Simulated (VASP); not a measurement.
# B (P6/mmm) in VASP: notebook

The runs below take B through single point, relaxation of cell and atoms, with PBE.

Program: VASP 6.6.1. These are calculated values, not measurements. Logs are shortened: lines on timing, memory, paths and dates and some standing lists are left out, and cuts for length are marked.

## 1. The cell of the first run

It takes space group P6/mmm (No. 191, hexagonal). The conventional cell has a = 1.712 Å, b = 1.712 Å, c = 4.021 Å, α = 90.00°, β = 90.00°, γ = 120.00°. B (site symmetry 6/mmm) has 6 B at 1.71 Å within 2.3 Å.

The cell was generated, and may not be a known phase.

## 2. Single point, PBE

The input, INCAR:

```
PREC = Accurate
ENCUT = 520
EDIFF = 1E-7
ISMEAR = 0
SIGMA = 0.1
LREAL = F
LASPH = T
NELM = 80
ALGO = Normal
ISIF = 2
LWAVE = F
LCHARG = F
GGA = PE
NBANDS = 8
```

The input, KPOINTS:

```
regular mesh
0
Gamma
  36 36 12
```

The input, POSCAR:

```
B
1.0
    0.8559776339     -1.4826235288      0.0000000000
    0.8559776339      1.4826235288      0.0000000000
    0.0000000000      0.0000000000      4.0207315979
B
1
Direct
    0.5000000000      0.5000000000      0.5000000000
```

Potentials or basis: VASP PAW PBE potentials, release 64 (B).

On the command line:

```
cat potpaw_PBE.64/B/POTCAR > POTCAR
mpirun -np 1 vasp_std > vasp.out
```

OUTCAR:

```text
PREC = Accurate
   ENCUT = 520
   EDIFF = 1E-7
   ISMEAR = 0
   LREAL = F
   LASPH = T
   NELM = 80
   ISIF = 2
   GGA = PE

 ion  position               nearest neighbor table
   1  0.500  0.500  0.500-

  LATTYP: Found a base centered orthorhombic cell.
 ALAT       =     1.7119552678
 B/A-ratio  =     1.7320820896
 C/A-ratio  =     2.3486195425

  Lattice vectors:

 A1 = (   0.8559776339,  -1.4826235288,   0.0000000000)
 A2 = (   0.8559776339,   1.4826235288,   0.0000000000)
 A3 = (   0.0000000000,   0.0000000000,   4.0207315979)

Analysis of symmetry for initial positions (statically):
=====================================================================
 Subroutine PRICEL returns:
 Original cell was already a primitive cell.

 Routine SETGRP: Setting up the symmetry group for a
 base centered orthorhombic supercell.

 Subroutine GETGRP returns: Found  8 space group operations
 (whereof  8 operations were pure point group operations)
 out of a pool of  8 trial point group operations.

The static configuration has the point symmetry D_2h.

Analysis of symmetry for dynamics (positions and initial velocities):
=====================================================================
 Subroutine PRICEL returns:
 Original cell was already a primitive cell.

 Routine SETGRP: Setting up the symmetry group for a
 base centered orthorhombic supercell.

 Subroutine GETGRP returns: Found  8 space group operations
 (whereof  8 operations were pure point group operations)
 out of a pool of  8 trial point group operations.

The dynamic configuration has the point symmetry D_2h.

 Subroutine INISYM returns: Found  8 space group operations
 (whereof  8 operations are pure point group operations),
 and found     1 'primitive' translations

----------------------------------------------------------------------------------------

                                     Primitive cell

  volume of cell :      10.2054

  direct lattice vectors                    reciprocal lattice vectors
     0.855977634 -1.482623529  0.000000000     0.584127412 -0.337240028  0.000000000
     0.855977634  1.482623529  0.000000000     0.584127412  0.337240028  0.000000000
     0.000000000  0.000000000  4.020731598     0.000000000  0.000000000  0.248710956

  length of vectors
     1.711978457  1.711978457  4.020731598     0.674489192  0.674489192  0.248710956

  position of ions in fractional coordinates (direct lattice)
     0.500000000  0.500000000  0.500000000

  ion indices of the primitive-cell ions
   primitive index   ion index
                 1           1

----------------------------------------------------------------------------------------

 KPOINTS: regular mesh

Automatic generation of k-mesh.
 Grid dimensions read from file:
 generate k-points for:   36   36   12

 Generating k-lattice:

  Cartesian coordinates                     Fractional coordinates (reciprocal lattice)
     0.016225761 -0.009367779  0.000000000     0.027777778  0.000000000  0.000000000
     0.016225761  0.009367779  0.000000000     0.000000000  0.027777778  0.000000000
     0.000000000  0.000000000  0.020725913     0.000000000  0.000000000  0.083333333

  Length of vectors
     0.018735811  0.018735811  0.020725913

  Shift w.r.t. Gamma in fractional coordinates (k-lattice)
     0.000000000  0.000000000  0.000000000

 Subroutine IBZKPT returns following result:
 ===========================================

 Found   2401 irreducible k-points:

 Following reciprocal coordinates:
            Coordinates               Weight
  0.000000  0.000000  0.000000      1.000000
  0.027778  0.000000  0.000000      4.000000
  0.055556  0.000000  0.000000      4.000000
  0.083333 -0.000000  0.000000      4.000000
  0.111111  0.000000  0.000000      4.000000
  0.138889 -0.000000  0.000000      4.000000
[... 16 lines left out ...]
  0.111111  0.027778  0.000000      4.000000
  0.138889  0.027778  0.000000      4.000000
 [... further k-points ...]
   k-points           NKPTS =   2401   k-points in BZ     NKDIM =   2401   number of bands    NBANDS=      8
   number of dos      NEDOS =    301   number of ions     NIONS =      1
   total plane-waves  NPLWV =   5880
   dimension x,y,z NGX =    14 NGY =   14 NGZ =   30
   dimension x,y,z NGXF=    28 NGYF=   28 NGZF=   60
   ions per type =               1
   NGX,Y,Z   is equivalent  to a cutoff of  13.60, 13.60, 12.40 a.u.
   NGXF,Y,Z  is equivalent  to a cutoff of  27.19, 27.19, 24.81 a.u.
 SYSTEM =  unknown system
   PREC   = accura    normal or accurate (medium, high low for compatibility)
   ISTART =      0    job   : 0-new  1-cont  2-samecut
   ICHARG =      2    charge: 1-file 2-atom 10-const
   ISPIN  =      1    spin polarized calculation?
   LNONCOLLINEAR =      F non collinear calculations
   LSORBIT =      F    spin-orbit coupling
   LASPH  =      T    aspherical Exc in radial PAW
   ENCUT  =  520.0 eV  38.22 Ry    6.18 a.u.   3.18  3.18  7.48*2*pi/ulx,y,z
   NELM   =     80;   NELMIN=  2; NELMDL= -5     # of ELM steps
   EDIFF  = 0.1E-06   stopping-criterion for ELM
   LREAL  =      F    real-space projection
   EDIFFG = 0.1E-05   stopping-criterion for IOM
   NSW    =      0    number of steps for IOM
   IBRION =     -1    ionic relax: 0-MD 1-quasi-New 2-CG
   NFREE  =      0    steps in history (QN), initial steepest desc. (CG)
   ISIF   =      2    stress and relaxation
   ISYM   =      2    0-nonsym 1-usesym 2-fastsym
   POTIM  = 0.5000    time-step for ionic-motion
   TEBEG  =    0.0;   TEEND  =   0.0 temperature during run
   PSTRESS=    0.0 pullay stress
   NELECT =       3.0000    total number of electrons
   NUPDOWN=      -1.0000    fix difference up-down
   EMIN   =  10.00;   EMAX   =-10.00  energy-range for DOS
   EFERMI =   0.00;   METHOD = LEGACY
   ISMEAR =     0;   SIGMA  =   0.10  broadening in eV -4-tet -1-fermi 0-gaus
   EFERMI_NEDOS =   21; number of points for ismear=-14 and -15
   IALGO  =     38    algorithm
   IMIX   =      4    mixing-type and parameters
     AMIX     =   0.40;   BMIX     =  1.00
     AMIX_MAG =   1.60;   BMIX_MAG =  1.00
  volume/ion in A,a.u.               =      10.21        68.87
  Fermi-wavevector in a.u.,A,eV,Ry     =   1.088527  2.057017 16.121415  1.184891
  Thomas-Fermi vector in A             =   2.224710
   LORBIT       =      0    0 simple, 1 ext, 2 COOP (PROOUT), +10 PAW based schemes
   GGA     = PE    functional components
   LHFCALC =     F    Hartree Fock is set to
   AEXX    =    0.0000 exact exchange contribution
   IVDW    =     0    specifies the selected vdW correction
   LEPSILON=     F    determine dielectric tensor
   LRPA    =     F    only Hartree local field effects (RPA)
 non-spin polarized calculation
 Gauss-broadening in eV      SIGMA  =   0.10
  energy-cutoff  :      520.00
  volume of cell :       10.21
 maximum number of plane-waves:       291
 NGX is ok and might be reduce to    14
   NGX =  7   NGY =  7   NGZ = 15

 number of electron       3.0000000 magnetization

 Free energy of the ion-electron system (eV)
  ---------------------------------------------------
  ext. energy  EPLUGINS =         0.00000000
  ---------------------------------------------------
  free energy    TOTEN  =        -5.99929396 eV

  energy without entropy =       -5.99816951  energy(sigma->0) =       -5.99873174

 E-fermi :   4.3983     XC(G=0):  -9.4096

 val. band max:        4.3950589714   @ k =   0.4167   0.2222   0.2500
 cond. band min:       4.4087033966   @ k =   0.4167   0.3611   0.3333
 fundamental gap:      0.0136444252
 Fermi energy:         4.3982920662

 k-point     1 :       0.0000    0.0000    0.0000
  band No.  band energies     occupation
      1     -12.6542      2.00000
      2      -2.7232      2.00000
      3       6.4058      0.00000
      4      25.0328      0.00000
      5      28.9303      0.00000
      6      28.9310      0.00000
      7      30.2171      0.00000
      8      50.0914      0.00000

 k-point     2 :       0.0278    0.0000    0.0000
  band No.  band energies     occupation
      1     -12.6189      2.00000
      2      -2.6728      2.00000
      3       6.4515      0.00000
      4      25.0769      0.00000
      5      28.5672      0.00000
      6      28.8145      0.00000
      7      30.4945      0.00000
      8      48.9680      0.00000

 k-point     3 :       0.0556    0.0000    0.0000
  band No.  band energies     occupation
      1     -12.5129      2.00000
      2      -2.5217      2.00000
      3       6.5884      0.00000
      4      25.2088      0.00000
      5      27.8054      0.00000
      6      28.4814      0.00000
      7      30.9889      0.00000
      8      47.1275      0.00000

 k-point     4 :       0.0833   -0.0000    0.0000
  band No.  band energies     occupation
      1     -12.3365      2.00000
      2      -2.2701      2.00000
      3       6.8160      0.00000
      4      25.4263      0.00000
      5      26.8380      0.00000
      6      27.9694      0.00000
      7      31.4888      0.00000
      8      45.4453      0.00000

 k-point     5 :       0.1111    0.0000    0.0000
  band No.  band energies     occupation
      1     -12.0901      2.00000
      2      -1.9182      2.00000
      3       7.1334      0.00000
      4      25.6867      0.00000
      5      25.7258      0.00000
      6      27.3278      0.00000
      7      31.9563      0.00000
      8      44.0991      0.00000

 k-point     6 :       0.1389   -0.0000    0.0000
  band No.  band energies     occupation
      1     -11.7743      2.00000
      2      -1.4667      2.00000
      3       7.5384      0.00000
      4      24.3573      0.00000
      5      26.1005      0.00000
      6      26.6050      0.00000
      7      32.3872      0.00000
      8      43.1327      0.00000

 k-point     7 :       0.1667   -0.0000    0.0000
  band No.  band energies     occupation
      1     -11.3899      2.00000
      2      -0.9163      2.00000
      3       8.0277      0.00000
      4      22.8741      0.00000
      5      25.8425      0.00000
      6      26.5388      0.00000
      7      32.7903      0.00000
      8      42.5325      0.00000

 k-point     8 :       0.1944   -0.0000    0.0000
  band No.  band energies     occupation
      1     -10.9385      2.00000
      2      -0.2681      2.00000
      3       8.5940      0.00000
      4      21.2813      0.00000
      5      25.0734      0.00000
      6      27.0195      0.00000
      7      33.1830      0.00000
      8      42.2462      0.00000

 k-point     9 :       0.2222    0.0000    0.0000
  band No.  band energies     occupation
      1     -10.4219      2.00000
      2       0.4765      2.00000
      3       9.2229      0.00000
      4      19.6391      0.00000
      5      24.3225      0.00000
      6      27.5007      0.00000
      7      33.5861      0.00000
      8      39.6647      0.00000

 k-point    10 :       0.2500    0.0000    0.0000
  band No.  band energies     occupation
      1      -9.8431      2.00000
      2       1.3153      2.00000
      3       9.8813      0.00000
      4      18.0262      0.00000
      5      23.6085      0.00000
      6      27.8936      0.00000
      7      34.0172      0.00000
      8      37.4168      0.00000
[... 78 lines left out ...]
 k-point    18 :       0.4722    0.0000    0.0000
  band No.  band energies     occupation
      1      -4.5190      2.00000
      2       5.7708      0.00000
      3       9.9700      0.00000
      4      18.5232      0.00000
      5      20.3274      0.00000
      6      21.0885      0.00000
      7      24.8821      0.00000
      8      37.8794      0.00000

 k-point    19 :       0.5000    0.0000    0.0000
  band No.  band energies     occupation
      1      -4.3626      2.00000
      2       5.5480      0.00000
      3      10.3263      0.00000
      4      18.0834      0.00000
      5      20.2842      0.00000
      6      22.2337      0.00000
      7      23.6206      0.00000
      8      37.9727      0.00000

 k-point    20 :       0.0278    0.0278    0.0000
  band No.  band energies     occupation
      1     -12.5482      2.00000
      2      -2.5721      2.00000
      3       6.5428      0.00000
      4      25.1649      0.00000
      5      28.0467      0.00000
      6      28.5712      0.00000
      7      30.8568      0.00000
      8      47.6213      0.00000

 k-point    21 :       0.0556    0.0278    0.0000
  band No.  band energies     occupation
      1     -12.4070      2.00000
      2      -2.3706      2.00000
      3       6.7251      0.00000
      4      25.3397      0.00000
      5      27.2495      0.00000
      6      28.1017      0.00000
      7      31.3341      0.00000
      8      46.0148      0.00000

 k-point    22 :       0.0833    0.0278    0.0000
  band No.  band energies     occupation
      1     -12.1956      2.00000
      2      -2.0689      2.00000
      3       6.9977      0.00000
      4      25.5983      0.00000
      5      26.2437      0.00000
      6      27.4722      0.00000
      7      31.8183      0.00000
      8      44.5978      0.00000

 k-point    23 :       0.1111    0.0278    0.0000
  band No.  band energies     occupation
      1     -11.9144      2.00000
      2      -1.6673      2.00000
      3       7.3591      0.00000
      4      25.0344      0.00000
      5      25.9357      0.00000
      6      26.7498      0.00000
      7      32.2791      0.00000
      8      43.5063      0.00000

 k-point    24 :       0.1389    0.0278    0.0000
  band No.  band energies     occupation
      1     -11.5642      2.00000
      2      -1.1663      2.00000
      3       7.8068      0.00000
      4      23.6371      0.00000
      5      25.9867      0.00000
      6      26.3431      0.00000
      7      32.7119      0.00000
      8      42.7683      0.00000

 [... further k-points ...]

------------------------ aborting loop because EDIFF is reached ----------------------------------------

  FORCE on cell =-STRESS in cart. coord.  units (eV):
  Direction    XX          YY          ZZ          XY          YZ          ZX
  --------------------------------------------------------------------------------------
  -------------------------------------------------------------------------------------
  Total       -0.0039850     -0.0044653     -0.0066316      0.0000000      0.0000000      0.0000000
  in kB       -0.6256246     -0.7010295     -1.0411152      0.0000000      0.0000000      0.0000000
  external PRESSURE =      -0.7892564 kB  Pullay stress =       0.0000000 kB

 VOLUME and BASIS-vectors are now :
 -----------------------------------------------------------------------------
  energy-cutoff  :      520.00
  volume of cell :       10.21
      direct lattice vectors                 reciprocal lattice vectors
     0.855977634 -1.482623529  0.000000000     0.584127412 -0.337240028  0.000000000
     0.855977634  1.482623529  0.000000000     0.584127412  0.337240028  0.000000000
     0.000000000  0.000000000  4.020731598     0.000000000  0.000000000  0.248710956

 POSITION                                       TOTAL-FORCE (eV/Angst)
 -----------------------------------------------------------------------------------
      0.85598      0.00000      2.01037         0.000000      0.000000      0.000000
 -----------------------------------------------------------------------------------
    total drift:                                0.000000     -0.000000     -0.000000

  FREE ENERGIE OF THE ION-ELECTRON SYSTEM (eV)
  ---------------------------------------------------
  free  energy   TOTEN  =        -5.9992939645 eV

  energy  without entropy=       -5.9981695104  energy(sigma->0) =       -5.99873174
```

It took 88 s on 1 thread of Intel Xeon Platinum 8488C (Sapphire Rapids), shared host; peak memory 0.26 GiB.

What came out:

- Free energy: -5.9993 eV
- Pressure: -0.1 GPa
- Band gap on the k mesh: zero (an odd number of electrons rules out a gap without spin polarisation)

Levels at points of the mesh, in eV from the Fermi level:
```tsv
k point	band 1	band 2	band 3	band 4	band 5	band 6	band 7
(0.00, 0.00, 0.00)	-17.05	-7.12	2.01	20.63	24.53	24.53	25.82
(0.50, 0.00, 0.00)	-8.76	1.15	5.93	13.69	15.89	17.84	19.22
(0.50, 0.50, 0.00)	-8.76	1.15	5.93	13.68	15.89	17.83	19.22
(0.00, 0.00, 0.50)	-16.91	-8.20	7.05	10.70	24.53	24.54	38.53
(0.50, 0.00, 0.50)	-8.73	1.34	5.39	11.70	15.89	22.13	25.51
(0.50, 0.50, 0.50)	-8.73	1.34	5.39	11.70	15.89	22.13	25.51
```

## 3. Single point, PBE

The input, INCAR:

```
SYSTEM = B
ALGO = Normal
EDIFF = 1E-7
ENCUT = 520
GGA = PE
ISIF = 2
ISMEAR = 0
LASPH = .TRUE.
LCHARG = .TRUE.
LELF = .TRUE.
LREAL = .FALSE.
LVHAR = .TRUE.
LWAVE = .FALSE.
NBANDS = 8
NELM = 100
PREC = Accurate
SIGMA = 0.1
```

The input, KPOINTS:

```
k-points
0
G
  36 36 14
  0 0 0
```

POSCAR is that of step 2.

Potentials or basis: VASP PAW PBE potentials, release 64 (B).

On the command line:

```
cat potpaw_PBE.64/B/POTCAR > POTCAR
mpirun -np 1 vasp_std > vasp.out
```

Run time: 1.7 min. Hardware: 1 thread of Intel Xeon Platinum 8488C (Sapphire Rapids), shared host; peak memory 0.28 GiB.

Results (log left out):

* Free energy: -5.9993 eV
* Pressure: -0.1 GPa
* Band gap on the k mesh: zero (an odd number of electrons rules out a gap without spin polarisation)

Levels at points of the mesh, in eV from the Fermi level:
```csv
k point,band 1,band 2,band 3,band 4,band 5,band 6,band 7
"(0.00, 0.00, 0.00)",-17.05,-7.12,2.01,20.64,24.53,24.54,25.82
"(0.50, 0.00, 0.00)",-8.76,1.15,5.93,13.69,15.89,17.84,19.23
"(0.50, 0.50, 0.00)",-8.76,1.15,5.93,13.69,15.89,17.84,19.23
"(0.00, 0.00, 0.50)",-16.91,-8.20,7.05,10.70,24.54,24.54,38.53
"(0.50, 0.00, 0.50)",-8.73,1.34,5.39,11.71,15.89,22.13,25.52
"(0.50, 0.50, 0.50)",-8.73,1.34,5.39,11.71,15.90,22.13,25.52
```

(Continued in part 2 of 2.)
